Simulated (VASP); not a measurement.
# Si8O17 (a cell with a defect) in VASP: a series of runs

Runs on Si8O17 (a cell with a defect). Level: LDA. Tasks: single point.

Program: VASP 6.6.1. These are calculated values, not measurements. Logs are shortened: lines on timing, memory, paths and dates and some standing lists are left out, and cuts for length are marked.

## 1. The cell of the first run

The cell holds a defect, 25 atoms: a = 7.000 Å, b = 7.000 Å, c = 6.876 Å, α = 90.00°, β = 90.00°, γ = 90.00°.

## 2. Single point, LDA, collinear spin

Input file INCAR:

```
SYSTEM = Si8O17
PREC = Accurate
ENCUT = 520
EDIFF = 1E-6
ISMEAR = -1
SIGMA = 0.02
LREAL = Auto
LASPH = .TRUE.
NELM = 150
ALGO = Normal
ISIF = 2
LWAVE = .FALSE.
LCHARG = .FALSE.
ISPIN = 2
MAGMOM = 0 0 0 0 0 0 0 0 0 0 0 0 0 0.12 0.05 0 0 0 0 0.09 0 0 0 0 1.52
LORBIT = 11
NBANDS = 89
```

Input file KPOINTS:

```
Automatic mesh
0
G
  1 1 1
  0 0 0
```

Input file POSCAR:

```
Si8O17
1.0
   -4.9501000000     -4.9501000000      0.0000000000
    4.9501000000     -4.9501000000      0.0000000000
    0.0000000000      0.0000000000      6.8760000000
Si O
8 17
Direct
    0.2110967455      0.4856972586     -0.0250727167
    0.0273327812      0.1780772106      0.2279668412
    0.8250439385      0.4697783883      0.4883507853
    0.0154441324      0.7713480536      0.7215532286
    0.7465404739     -0.0303731238     -0.0002326934
    0.5148582857      0.6448758611      0.2377545084
    0.3427304499     -0.0465950183      0.4876236184
    0.5380598372      0.2896204117      0.7567190227
    0.3367709743      0.5590897154      0.1562681792
    0.9878285287      0.3199430315      0.4156631763
    0.7286317448      0.3976283307      0.7008580570
    0.0738267914      0.6519363245      0.8995200698
    0.9341831478      0.6721682390      0.5254508435
    0.6674713642      0.4739197188      0.3273851076
    0.1310074544      0.2650047474      0.0187754508
    0.3546393002      0.4291630472      0.7990983130
    0.8661239167      0.0382820549      0.1851367074
    0.5045857659      0.7997313186      0.4344386271
    0.2158138219      0.8906890770      0.6787376382
    0.6065129997      0.1371285429      0.9189645143
    0.4512333084      0.1604311024      0.5752472368
    0.1826528757      0.0224338902      0.3032431646
    0.6246540474      0.7776610574      0.0920884235
    0.8583968001      0.9253247409      0.8036067481
    0.9245873821      0.4357285711      0.0843804538
```

Potentials or basis: VASP PAW LDA potentials, release 64 (Si, O).

Run with:

```
$ cat potpaw_LDA.64/Si/POTCAR potpaw_LDA.64/O/POTCAR > POTCAR
$ mpirun -np 1 vasp_gam > vasp.out
```

OUTCAR:

```text
SYSTEM = Si8O17
   PREC = Accurate
   ENCUT = 520
   EDIFF = 1E-6
   ISMEAR = -1
   LREAL = Auto
   LASPH = .TRUE.
   NELM = 150
   ISIF = 2
   ISPIN = 2
   LORBIT = 11

 ion  position               nearest neighbor table
   1  0.211  0.486  0.975-  12 1.60   9 1.61  16 1.62  15 1.67  25 2.17   4 2.98   6 3.00   2 3.05
                             8 3.06
   2  0.027  0.178  0.228-  17 1.52  22 1.62  10 1.65  15 1.72  25 2.18   5 2.91   1 3.05   3 3.06

   3  0.825  0.470  0.488-  14 1.56  10 1.63  13 1.63  11 1.69   4 2.97   8 3.01   6 3.03   2 3.06

   4  0.015  0.771  0.722-  12 1.54  13 1.62  24 1.64  19 1.66   3 2.97   1 2.98   5 3.02   7 3.08

   5  0.747  0.970  1.000-  24 1.59  17 1.60  20 1.63  23 1.71   2 2.91   4 3.02
   6  0.515  0.645  0.238-   9 1.49  23 1.57  14 1.72  18 1.73   1 3.00   7 3.01   3 3.03
   7  0.343  0.953  0.488-  18 1.60  19 1.65  21 1.74  22 1.76   6 3.01   4 3.08
   8  0.538  0.290  0.757-  11 1.58  20 1.62  16 1.64  21 1.66   3 3.01   1 3.06
   9  0.337  0.559  0.156-   6 1.49   1 1.61
  10  0.988  0.320  0.416-   3 1.63   2 1.65
  11  0.729  0.398  0.701-   8 1.58   3 1.69
  12  0.074  0.652  0.900-   4 1.54   1 1.60
  13  0.934  0.672  0.525-   4 1.62   3 1.63
  14  0.667  0.474  0.327-   3 1.56   6 1.72
  15  0.131  0.265  0.019-   1 1.67   2 1.72  25 1.93
  16  0.355  0.429  0.799-   1 1.62   8 1.64
  17  0.866  0.038  0.185-   2 1.52   5 1.60
  18  0.505  0.800  0.434-   7 1.60   6 1.73
  19  0.216  0.891  0.679-   7 1.65   4 1.66
  20  0.607  0.137  0.919-   8 1.62   5 1.63
  21  0.451  0.160  0.575-   8 1.66   7 1.74
  22  0.183  0.022  0.303-   2 1.62   7 1.76
  23  0.625  0.778  0.092-   6 1.57   5 1.71
  24  0.858  0.925  0.804-   5 1.59   4 1.64
  25  0.925  0.436  0.084-  15 1.93   1 2.17   2 2.18

  LATTYP: Found a simple tetragonal cell.
 ALAT       =     7.0004985551
 C/A-ratio  =     0.9822157588

  Lattice vectors:

 A1 = (  -4.9501000000,  -4.9501000000,   0.0000000000)
 A2 = (   4.9501000000,  -4.9501000000,   0.0000000000)
 A3 = (   0.0000000000,   0.0000000000,   6.8760000000)

Analysis of symmetry for initial positions (statically):
=====================================================================
 Subroutine PRICEL returns:
 Original cell was already a primitive cell.

 Routine SETGRP: Setting up the symmetry group for a
 simple tetragonal supercell.

 Subroutine GETGRP returns: Found  1 space group operations
 (whereof  1 operations were pure point group operations)
 out of a pool of 16 trial point group operations.

The static configuration has the point symmetry C_1 .

Analysis of symmetry for dynamics (positions and initial velocities):
=====================================================================
 Subroutine PRICEL returns:
 Original cell was already a primitive cell.

 Routine SETGRP: Setting up the symmetry group for a
 simple tetragonal supercell.

 Subroutine GETGRP returns: Found  1 space group operations
 (whereof  1 operations were pure point group operations)
 out of a pool of 16 trial point group operations.

The dynamic configuration has the point symmetry C_1 .

Analysis of structural, dynamic, and magnetic symmetry:
=====================================================================
 Subroutine PRICEL returns:
 Original cell was already a primitive cell.

 Routine SETGRP: Setting up the symmetry group for a
 simple tetragonal supercell.

 Subroutine GETGRP returns: Found  1 space group operations
 (whereof  1 operations were pure point group operations)
 out of a pool of 16 trial point group operations.

The overall configuration has the point symmetry C_1 .

 Subroutine INISYM returns: Found  1 space group operations
 (whereof  1 operations are pure point group operations),
 and found     1 'primitive' translations

----------------------------------------------------------------------------------------

                                     Primitive cell

  volume of cell :     336.9720

  direct lattice vectors                    reciprocal lattice vectors
    -4.950100000 -4.950100000  0.000000000    -0.101008060 -0.101008060  0.000000000
     4.950100000 -4.950100000  0.000000000     0.101008060 -0.101008060  0.000000000
     0.000000000  0.000000000  6.876000000     0.000000000  0.000000000  0.145433392

  length of vectors
     7.000498555  7.000498555  6.876000000     0.142846969  0.142846969  0.145433392

  position of ions in fractional coordinates (direct lattice)
     0.211096746  0.485697259  0.974927283
     0.027332781  0.178077211  0.227966841
     0.825043939  0.469778388  0.488350785
     0.015444132  0.771348054  0.721553229
     0.746540474  0.969626876  0.999767307
     0.514858286  0.644875861  0.237754508
[... 17 lines left out ...]
     0.858396800  0.925324741  0.803606748
     0.924587382  0.435728571  0.084380454

  ion indices of the primitive-cell ions
   primitive index   ion index
                 1           1
                 2           2
                 3           3
                 4           4
                 5           5
                 6           6
[... 17 lines left out ...]
                24          24
                25          25

----------------------------------------------------------------------------------------

 KPOINTS: Automatic mesh

Automatic generation of k-mesh.
 Grid dimensions read from file:
 generate k-points for:    1    1    1

 Generating k-lattice:

  Cartesian coordinates                     Fractional coordinates (reciprocal lattice)
    -0.101008060 -0.101008060  0.000000000     1.000000000  0.000000000  0.000000000
     0.101008060 -0.101008060  0.000000000     0.000000000  1.000000000  0.000000000
     0.000000000  0.000000000  0.145433392     0.000000000  0.000000000  1.000000000

  Length of vectors
     0.142846969  0.142846969  0.145433392

  Shift w.r.t. Gamma in fractional coordinates (k-lattice)
     0.000000000  0.000000000  0.000000000

 Subroutine IBZKPT returns following result:
 ===========================================

 Found      1 irreducible k-points:

 Following reciprocal coordinates:
            Coordinates               Weight
  0.000000  0.000000  0.000000      1.000000
   k-points           NKPTS =      1   k-points in BZ     NKDIM =      1   number of bands    NBANDS=     89
   number of dos      NEDOS =    301   number of ions     NIONS =     25
   total plane-waves  NPLWV = 157464
   dimension x,y,z NGX =    54 NGY =   54 NGZ =   54
   dimension x,y,z NGXF=   108 NGYF=  108 NGZF=  108
   ions per type =               8  17
   NGX,Y,Z   is equivalent  to a cutoff of  12.82, 12.82, 13.06 a.u.
   NGXF,Y,Z  is equivalent  to a cutoff of  25.65, 25.65, 26.11 a.u.
 SYSTEM =  Si8O17
   PREC   = accura    normal or accurate (medium, high low for compatibility)
   ISTART =      0    job   : 0-new  1-cont  2-samecut
   ICHARG =      2    charge: 1-file 2-atom 10-const
   ISPIN  =      2    spin polarized calculation?
   LNONCOLLINEAR =      F non collinear calculations
   LSORBIT =      F    spin-orbit coupling
   LASPH  =      T    aspherical Exc in radial PAW
   ENCUT  =  520.0 eV  38.22 Ry    6.18 a.u.  13.02 13.02 12.78*2*pi/ulx,y,z
   NELM   =    150;   NELMIN=  2; NELMDL= -5     # of ELM steps
   EDIFF  = 0.1E-05   stopping-criterion for ELM
   LREAL  =      T    real-space projection
   EDIFFG = 0.1E-04   stopping-criterion for IOM
   NSW    =      0    number of steps for IOM
   IBRION =     -1    ionic relax: 0-MD 1-quasi-New 2-CG
   NFREE  =      0    steps in history (QN), initial steepest desc. (CG)
   ISIF   =      2    stress and relaxation
   ISYM   =      2    0-nonsym 1-usesym 2-fastsym
   POTIM  = 0.5000    time-step for ionic-motion
   TEBEG  =    0.0;   TEEND  =   0.0 temperature during run
   PSTRESS=    0.0 pullay stress
   NELECT =     134.0000    total number of electrons
   NUPDOWN=      -1.0000    fix difference up-down
   EMIN   =  10.00;   EMAX   =-10.00  energy-range for DOS
   EFERMI =   0.00;   METHOD = LEGACY
   ISMEAR =    -1;   SIGMA  =   0.02  broadening in eV -4-tet -1-fermi 0-gaus
   EFERMI_NEDOS =   21; number of points for ismear=-14 and -15
   IALGO  =     38    algorithm
   IMIX   =      4    mixing-type and parameters
     AMIX     =   0.40;   BMIX     =  1.00
     AMIX_MAG =   1.60;   BMIX_MAG =  1.00
  volume/ion in A,a.u.               =      13.48        90.96
  Fermi-wavevector in a.u.,A,eV,Ry     =   1.203867  2.274979 19.718864  1.449296
  Thomas-Fermi vector in A             =   2.339608
   LORBIT       =     11    0 simple, 1 ext, 2 COOP (PROOUT), +10 PAW based schemes
   GGA     = CA    functional components
   LHFCALC =     F    Hartree Fock is set to
   AEXX    =    0.0000 exact exchange contribution
   IVDW    =     0    specifies the selected vdW correction
   LEPSILON=     F    determine dielectric tensor
   LRPA    =     F    only Hartree local field effects (RPA)
 spin polarized calculation
  energy-cutoff  :      520.00
  volume of cell :      336.97
 maximum number of plane-waves:      4537
 NGX is ok and might be reduce to    54
   NGX = 27   NGY = 27   NGZ = 25

 number of electron     134.0000010 magnetization       1.9996087

 Free energy of the ion-electron system (eV)
  ---------------------------------------------------
  ext. energy  EPLUGINS =         0.00000000
  ---------------------------------------------------
  free energy    TOTEN  =      -205.68678531 eV

  energy without entropy =     -205.68671002  energy(sigma->0) =     -205.68674766

 E-fermi :   1.2366     XC(G=0):  -9.3627

 val. band max:        1.0660346586   @ k =   0.0000   0.0000   0.0000
 cond. band min:       1.4072398693   @ k =   0.0000   0.0000   0.0000
 fundamental gap:      0.3412052107
 Fermi energy:         1.2366443884

 spin component 1

 k-point     1 :       0.0000    0.0000    0.0000
  band No.  band energies     occupation
      1     -19.5614      1.00000
      2     -18.7638      1.00000
      3     -18.5924      1.00000
      4     -18.4640      1.00000
      5     -18.1820      1.00000
      6     -17.8047      1.00000
[... 71 lines left out ...]
     78       9.3465      0.00000
     79       9.5793      0.00000
 Fermi energy:         1.2366443884

 spin component 2

 k-point     1 :       0.0000    0.0000    0.0000
  band No.  band energies     occupation
      1     -19.3956      1.00000
      2     -18.7085      1.00000
      3     -18.5122      1.00000
      4     -18.2522      1.00000
      5     -18.0267      1.00000
      6     -17.7763      1.00000
[... 71 lines left out ...]
     78       9.4159      0.00000
     79       9.6208      0.00000
 [bands above 79 left out]

------------------------ aborting loop because EDIFF is reached ----------------------------------------

  FORCE on cell =-STRESS in cart. coord.  units (eV):
  Direction    XX          YY          ZZ          XY          YZ          ZX
  --------------------------------------------------------------------------------------
  -------------------------------------------------------------------------------------
  Total       -5.2787365      0.6161581     -4.8181678      4.9525274      0.4917196     -0.1328561
  in kB      -25.0984417      2.9296039    -22.9086077     23.5474379      2.3379452     -0.6316816
  external PRESSURE =     -15.0258152 kB  Pullay stress =       0.0000000 kB

 VOLUME and BASIS-vectors are now :
 -----------------------------------------------------------------------------
  energy-cutoff  :      520.00
  volume of cell :      336.97
      direct lattice vectors                 reciprocal lattice vectors
    -4.950100000 -4.950100000  0.000000000    -0.101008060 -0.101008060  0.000000000
     4.950100000 -4.950100000  0.000000000     0.101008060 -0.101008060  0.000000000
     0.000000000  0.000000000  6.876000000     0.000000000  0.000000000  0.145433392

 POSITION                                       TOTAL-FORCE (eV/Angst)
 -----------------------------------------------------------------------------------
      1.35930     -3.44920      6.70360        -0.966913      1.440239      0.014525
      0.74620     -1.01680      1.56750        -1.115763     -3.740599      0.931951
     -1.75860     -6.40950      3.35790        -0.777389     -0.002269      1.945206
      3.74180     -3.89470      4.96140         2.497387     -2.756354     -2.218038
      1.10430     -8.49520      6.87440         1.360291      2.573316      0.358096
      0.64360     -5.74080      1.63480        -2.613413     -5.558079      4.606644
[... 17 lines left out ...]
      0.33130     -8.82960      5.52560        -1.530982      0.198379     -0.438267
     -2.41990     -6.73370      0.58020         0.987788      0.252758      1.200367
 -----------------------------------------------------------------------------------
    total drift:                               -0.011929      0.000603      0.002652

  FREE ENERGIE OF THE ION-ELECTRON SYSTEM (eV)
  ---------------------------------------------------
  free  energy   TOTEN  =      -205.6867853113 eV

  energy  without entropy=     -205.6867100172  energy(sigma->0) =     -205.68674766

 total charge

# of ion       s       p       d       tot
------------------------------------------
    1        0.644   1.001   0.000   1.646
    2        0.654   1.012   0.000   1.666
    3        0.657   1.012   0.000   1.669
    4        0.664   1.039   0.000   1.703
    5        0.642   0.986   0.000   1.627
    6        0.659   1.033   0.000   1.691
[... 17 lines left out ...]
   24        1.544   3.674   0.000   5.218
   25        1.615   3.110   0.000   4.726
--------------------------------------------------
tot         31.498  69.544   0.000 101.042

 magnetization (x)

# of ion       s       p       d       tot
------------------------------------------
    1       -0.002  -0.006   0.000  -0.008
    2       -0.002  -0.006   0.000  -0.008
    3       -0.000  -0.001   0.000  -0.001
    4       -0.000  -0.000   0.000  -0.001
    5       -0.000  -0.000   0.000  -0.000
    6       -0.000  -0.000   0.000  -0.001
[... 17 lines left out ...]
   24       -0.000   0.000   0.000   0.000
   25        0.013   1.114   0.000   1.127
--------------------------------------------------
tot          0.020   1.667   0.000   1.687
```

It took 2.8 min on 1 thread of AMD EPYC 7R13, shared host; peak memory 0.28 GiB.

What came out:

```yaml
Free_energy: -205.6868 eV
Pressure: -1.5 GPa
Largest_force: 7.677 eV/Å
Band_gap_on_the_k_mesh: 0.34 eV
Net_moment: 2.00 μB per cell
Site_moments: Si -0.01, -0.00, +0.00; O -0.00, +0.09, +0.01, +0.06, +0.00, +0.04, +0.33, +1.13 μB
Valence_electrons_inside_the_program's_atomic_spheres: Si 1.65, 1.67, 1.70, 1.63, 1.69, 1.53; O 5.31, 5.17, 5.20, 5.28, 5.19, 5.08, 5.29, 5.14, 5.22, 5.13, 4.73
```

Forces in eV/Å, atoms in the order of the input:
```
Si  -0.967  1.440  0.015
Si  -1.116 -3.741  0.932
Si  -0.777 -0.002  1.945
Si   2.497 -2.756 -2.218
Si   1.360  2.573  0.358
Si  -2.613 -5.558  4.607
Si   3.919 -2.176  0.852
Si  -0.527  3.252 -1.274
O    1.503  3.771 -0.948
O   -0.303  0.188 -0.672
O   -0.073 -2.305 -2.002
O   -1.648  0.726  1.330
O   -0.282  0.342  0.732
O    3.330  0.827 -1.787
O   -1.277  0.082  1.036
O   -0.465 -0.969  0.518
O    1.106  3.340 -1.390
O   -0.126  1.911 -1.651
O    0.008  0.968 -1.314
O    0.446  0.390  1.301
O   -0.895  1.504 -0.857
O   -2.859 -1.594  2.286
O    0.299 -2.666 -2.559
O   -1.531  0.198 -0.438
O    0.988  0.253  1.200
```

Levels at points of the mesh, in eV from the valence-band top:
Spin up:
| k point | band 64 | band 65 | band 66 | band 67 | band 68 | band 69 | band 70 | band 71 | band 72 | band 73 |
| --- | --- | --- | --- | --- | --- | --- | --- | --- | --- | --- |
| (0.00, 0.00, 0.00) | -1.09 | -0.84 | -0.49 | -0.38 | 0.00 | 4.46 | 6.80 | 7.12 | 7.26 | 7.45 |
Spin down:
```tsv
k point	band 62	band 63	band 64	band 65	band 66	band 67	band 68	band 69	band 70	band 71
(0.00, 0.00, 0.00)	-1.06	-0.85	-0.58	-0.41	-0.14	0.34	1.81	4.50	6.82	7.16
```

Caveat: the k points lie up to 0.91 Å⁻¹ apart.

(Continued in part 2 of 2.)
